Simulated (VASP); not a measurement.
Runs of VASP 6.6.1 on MgCd2Se3. The structure is that of space group P6_3mc (No. 186), or close to it. The cells are those of the table. 

```csv
task,level,cell,k mesh,cutoff (eV),smearing,gap on the mesh (eV),pressure (GPa),largest force (eV/Å)
relaxation of cell and atoms,PBE,"relaxed from a = 4.134, b = 4.134, c = 20.239 Å, angles 90.0, 90.0, 120.0°, 12 atoms",6 × 6 × 1,600,gaussian 0.1 eV,1.00,0.0,0.03
single point,PBE,"a = 4.134, b = 4.134, c = 20.239 Å, angles 90.0, 90.0, 120.0°, 12 atoms",6 × 6 × 1,520,gaussian 0.1 eV,1.38,9.6,0.80
single point,PBE,"a = 4.346, b = 4.346, c = 21.177 Å, angles 90.0, 90.0, 120.0°, 12 atoms",6 × 6 × 1,520,gaussian 0.1 eV,1.01,0.1,(c)
single point,r2SCAN,"a = 4.342, b = 4.342, c = 21.169 Å, angles 90.0, 90.0, 120.0°, 12 atoms",6 × 6 × 2,520,gaussian 0.02 eV,1.51,(a),(b)
single point,PBE,"a = 4.342, b = 4.342, c = 21.169 Å, angles 90.0, 90.0, 120.0°, 12 atoms",6 × 6 × 2,520,gaussian 0.02 eV,1.01,0.2,0.03
```

Alike in all rows: potentials or basis VASP PAW PBE potentials, release 64 (Mg, Cd, Se); no spin polarisation.

Task: Estimate the missing entries.

Result: (a) -1.3; (b) 0.02; (c) 0.05.

Caveats: the PAW data sets were made with another functional, which shifts forces and pressure a little (some runs).

A k mesh can miss the band edges, and the runs leave out spin-orbit coupling on Cd, Se.
